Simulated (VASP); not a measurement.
# HfC in VASP: notebook

HfC is run at these levels: PBE+D3(BJ), BLYP+D3(BJ), r2SCAN+D3(BJ), revPBE+D4; tasks: relaxation of cell and atoms, single point.

Program: VASP 6.6.1. These are calculated values, not measurements. Logs are shortened: lines on timing, memory, paths and dates and some standing lists are left out, and cuts for length are marked.

## (1) The cell of the first run

Symmetry: Fm-3m, No. 225, cubic system. Conventional cell: a = 4.650 Å, b = 4.650 Å, c = 4.650 Å, α = 90.00°, β = 90.00°, γ = 90.00°. Within 3.1 Å of Hf (site symmetry m-3m) lie 6 C at 2.33 Å. Within 3.1 Å of C (site symmetry m-3m) lie 6 Hf at 2.33 Å.

## (2) Relaxation of cell and atoms, PBE+D3(BJ)

INCAR

```
SYSTEM = HfC
PREC = Accurate
ENCUT = 600
EDIFF = 1E-6
ISMEAR = -1
SIGMA = 0.05
LREAL = .False.
LASPH = .True.
NELM = 80
ALGO = Normal
ISIF = 3
LWAVE = .False.
LCHARG = .False.
GGA = PE
IVDW = 12
IBRION = 2
NSW = 80
EDIFFG = -0.02
```

KPOINTS

```
Automatic mesh
0
Gamma
  10 10 10
  0 0 0
```

POSCAR

```
HfC
1.0
    0.0000000000      2.3250000000      2.3250000000
    2.3250000000      0.0000000000      2.3250000000
    2.3250000000      2.3250000000      0.0000000000
Hf C
1 1
Direct
    0.5000000000      0.5000000000      0.5000000000
    0.0000000000      0.0000000000      0.0000000000
```

Potentials or basis: VASP PAW PBE potentials, release 64 (Hf_pv, C).

The run is started by

```
> cat potpaw_PBE.64/Hf_pv/POTCAR potpaw_PBE.64/C/POTCAR > POTCAR
> mpirun -np 1 vasp_std > vasp.out
```

OUTCAR:

```text
SYSTEM = HfC
   PREC = Accurate
   ENCUT = 600
   EDIFF = 1E-6
   ISMEAR = -1
   LREAL = .False.
   LASPH = .True.
   NELM = 80
   ISIF = 3
   GGA = PE
   IVDW = 12
   IBRION = 2
   NSW = 80
   EDIFFG = -0.02
 IVDW          = 12

 ion  position               nearest neighbor table
   1  0.500  0.500  0.500-   2 2.33   2 2.33   2 2.33   2 2.33   2 2.33   2 2.33
   2  0.000  0.000  0.000-   1 2.33   1 2.33   1 2.33   1 2.33   1 2.33   1 2.33

  LATTYP: Found a face centered cubic cell.
 ALAT       =     4.6500000000

  Lattice vectors:

 A1 = (   0.0000000000,   2.3250000000,   2.3250000000)
 A2 = (   2.3250000000,   0.0000000000,   2.3250000000)
 A3 = (   2.3250000000,   2.3250000000,   0.0000000000)

Analysis of symmetry for initial positions (statically):
=====================================================================
 Subroutine PRICEL returns:
 Original cell was already a primitive cell.

 Routine SETGRP: Setting up the symmetry group for a
 face centered cubic supercell.

 Subroutine GETGRP returns: Found 48 space group operations
 (whereof 48 operations were pure point group operations)
 out of a pool of 48 trial point group operations.

The static configuration has the point symmetry O_h .

Analysis of symmetry for dynamics (positions and initial velocities):
=====================================================================
 Subroutine PRICEL returns:
 Original cell was already a primitive cell.

 Routine SETGRP: Setting up the symmetry group for a
 face centered cubic supercell.

 Subroutine GETGRP returns: Found 48 space group operations
 (whereof 48 operations were pure point group operations)
 out of a pool of 48 trial point group operations.

The dynamic configuration has the point symmetry O_h .

 Subroutine INISYM returns: Found 48 space group operations
 (whereof 48 operations are pure point group operations),
 and found     1 'primitive' translations

----------------------------------------------------------------------------------------

                                     Primitive cell

  volume of cell :      25.1362

  direct lattice vectors                    reciprocal lattice vectors
     0.000000000  2.325000000  2.325000000    -0.215053763  0.215053763  0.215053763
     2.325000000  0.000000000  2.325000000     0.215053763 -0.215053763  0.215053763
     2.325000000  2.325000000  0.000000000     0.215053763  0.215053763 -0.215053763

  length of vectors
     3.288046533  3.288046533  3.288046533     0.372484045  0.372484045  0.372484045

  position of ions in fractional coordinates (direct lattice)
     0.500000000  0.500000000  0.500000000
     0.000000000  0.000000000  0.000000000
[... 72 lines left out ...]
   LNONCOLLINEAR =      F non collinear calculations
   LSORBIT =      F    spin-orbit coupling
   LASPH  =      T    aspherical Exc in radial PAW
   ENCUT  =  600.0 eV  44.10 Ry    6.64 a.u.   6.57  6.57  6.57*2*pi/ulx,y,z
   NELM   =     80;   NELMIN=  2; NELMDL= -5     # of ELM steps
   EDIFF  = 0.1E-05   stopping-criterion for ELM
   LREAL  =      F    real-space projection
   EDIFFG = -.2E-01   stopping-criterion for IOM
   NSW    =     80    number of steps for IOM
   IBRION =      2    ionic relax: 0-MD 1-quasi-New 2-CG
   NFREE  =      1    steps in history (QN), initial steepest desc. (CG)
   ISIF   =      3    stress and relaxation
   ISYM   =      2    0-nonsym 1-usesym 2-fastsym
   POTIM  = 0.5000    time-step for ionic-motion
   TEBEG  =    0.0;   TEEND  =   0.0 temperature during run
   PSTRESS=    0.0 pullay stress
   NELECT =      14.0000    total number of electrons
   NUPDOWN=      -1.0000    fix difference up-down
   EMIN   =  10.00;   EMAX   =-10.00  energy-range for DOS
   EFERMI =   0.00;   METHOD = LEGACY
   ISMEAR =    -1;   SIGMA  =   0.05  broadening in eV -4-tet -1-fermi 0-gaus
   EFERMI_NEDOS =   21; number of points for ismear=-14 and -15
   IALGO  =     38    algorithm
   IMIX   =      4    mixing-type and parameters
     AMIX     =   0.40;   BMIX     =  1.00
     AMIX_MAG =   1.60;   BMIX_MAG =  1.00
  volume/ion in A,a.u.               =      12.57        84.81
  Fermi-wavevector in a.u.,A,eV,Ry     =   1.346949  2.545365 24.684672  1.814272
  Thomas-Fermi vector in A             =   2.474740
   LORBIT       =      0    0 simple, 1 ext, 2 COOP (PROOUT), +10 PAW based schemes
   GGA     = PE    functional components
   LHFCALC =     F    Hartree Fock is set to
   AEXX    =    0.0000 exact exchange contribution
   IVDW    =    12    specifies the selected vdW correction
   LEPSILON=     F    determine dielectric tensor
   LRPA    =     F    only Hartree local field effects (RPA)
 conjugate gradient relaxation of ions
 non-spin polarized calculation
  energy-cutoff  :      600.00
  volume of cell :       25.14
 maximum number of plane-waves:       869
 NGX is ok and might be reduce to    28
   NGX = 13   NGY = 13   NGZ = 13

--------------------------------------- Ionic step        1  -------------------------------------------

 number of electron      14.0000000 magnetization

 Free energy of the ion-electron system (eV)
  ---------------------------------------------------
  ext. energy  EPLUGINS =         0.00000000
  ---------------------------------------------------
  free energy    TOTEN  =       -21.04541827 eV

  energy without entropy =      -21.04261788  energy(sigma->0) =      -21.04401808

------------------------ aborting loop because EDIFF is reached ----------------------------------------

 Edisp (eV)   -0.71620

 E8    (eV) :    -0.3410
[... 71 lines left out ...]
--------------------------------------- Ionic step        3  -------------------------------------------

 number of electron      14.0000000 magnetization

 Free energy of the ion-electron system (eV)
  ---------------------------------------------------
  ext. energy  EPLUGINS =         0.00000000
  ---------------------------------------------------
  free energy    TOTEN  =       -21.03803087 eV

  energy without entropy =      -21.03535726  energy(sigma->0) =      -21.03669406

 E-fermi :   6.1426     XC(G=0): -12.3942

 val. band max:        6.1235232165   @ k =   0.1000   0.0000   0.0000
 cond. band min:       6.2686162727   @ k =   0.1000   0.1000   0.0000
 fundamental gap:      0.1450930562
 Fermi energy:         6.1425773126

 k-point     1 :       0.0000    0.0000    0.0000
  band No.  band energies     occupation
      1     -23.3373      2.00000
      2     -23.3373      2.00000
      3     -23.3373      2.00000
      4      -6.3002      2.00000
      5       7.1304      0.00000
      6       7.1304      0.00000
      7       7.1304      0.00000
      8       7.5227      0.00000
      9       7.5227      0.00000
     10       7.5227      0.00000
     11       9.5845      0.00000
[... 309 lines left out ...]
 k-point    24 :       0.4000    0.3000    0.0000
  band No.  band energies     occupation
      1     -23.8699      2.00000
      2     -23.5510      2.00000
      3     -23.5285      2.00000
      4      -4.1768      2.00000
      5       2.3707      2.00000
      6       4.2758      2.00000
      7       5.4058      2.00000
      8       6.3327      0.04366
      9      11.6197      0.00000
     10      12.6708      0.00000
     11      12.7992      0.00000

 [... further k-points ...]

------------------------ aborting loop because EDIFF is reached ----------------------------------------

 Edisp (eV)   -0.73289

 E8    (eV) :    -0.3491
[... 25 lines left out ...]
  FREE ENERGIE OF THE ION-ELECTRON SYSTEM (eV)
  ---------------------------------------------------
  free  energy   TOTEN  =       -21.7709235125 eV

  energy  without entropy=      -21.7682499030  energy(sigma->0) =      -21.76958671

 reached required accuracy - stopping structural energy minimisation
```

OSZICAR:

```text
N       E                     dE             d eps       ncg     rms          rms(c)
DAV:   1     0.260977732778E+02    0.26098E+02   -0.89787E+03  1034   0.140E+03
DAV:   2    -0.223043680264E+02   -0.48402E+02   -0.45322E+02  1326   0.228E+02
DAV:   3    -0.242080294893E+02   -0.19037E+01   -0.18809E+01  1360   0.337E+01
DAV:   4    -0.242263221443E+02   -0.18293E-01   -0.18271E-01  1246   0.343E+00
[... 25 lines left out ...]
DAV:   3    -0.210381122588E+02    0.16208E-01   -0.50054E-02  1052   0.203E+00    0.138E+00
DAV:   4    -0.210382253479E+02   -0.11309E-03   -0.73844E-04  1263   0.290E-01    0.166E+00
DAV:   5    -0.210380700894E+02    0.15526E-03   -0.30060E-04  1220   0.146E-01    0.240E-01
DAV:   6    -0.210380310732E+02    0.39016E-04   -0.71633E-05  1202   0.537E-02    0.645E-02
DAV:   7    -0.210380308652E+02    0.20804E-06   -0.18110E-06   881   0.135E-02
   3 F= -.21770924E+02 E0= -.21769587E+02  d E =-.930975E-02
```

Run time: 68 s. Hardware: 1 thread of Intel Xeon 8259CL, shared host; peak memory 0.18 GiB.

Results:

* Free energy: -21.7709 eV
* Relaxed volume: 12.29 Å³/atom
* Relaxed cell: a = 3.264 Å, b = 3.264 Å, c = 3.264 Å, α = 60.00°, β = 60.00°, γ = 60.00°
* Space group after relaxing (to 0.1 Å): Fm-3m (No. 225)
* Energy gained by relaxing: 4.7 meV/atom
* Ionic steps: 3
* Pressure after relaxing: -0.1 GPa
* Band gap on the k mesh: zero (bands 7 and 8 overlap by 1.41 eV)
* Dispersion energy per atom: -0.366 eV

Step by step:
```csv
step,energy change (eV),largest force (eV/Å),pressure (GPa),volume (Å³)
1,0.0000,0.0000,-5.29,25.14
2,0.0196,0.0000,10.34,23.66
3,-0.0093,0.0000,-0.09,24.59
```

Final structure:
```cif
data_structure
_symmetry_space_group_name_H-M 'P 1'
_symmetry_Int_Tables_number 1
_cell_length_a 3.2640
_cell_length_b 3.2640
_cell_length_c 3.2640
_cell_angle_alpha 60.000
_cell_angle_beta 60.000
_cell_angle_gamma 60.000
_cell_volume 24.59
loop_
_atom_site_label
_atom_site_type_symbol
_atom_site_fract_x
_atom_site_fract_y
_atom_site_fract_z
_atom_site_occupancy
Hf1 Hf 0.50000 0.50000 0.50000 1
C1 C 0.00000 0.00000 0.00000 1
```

Caveat: spin-orbit coupling is left out, which moves the levels of the heavy elements.

[end of part 1 of 2]
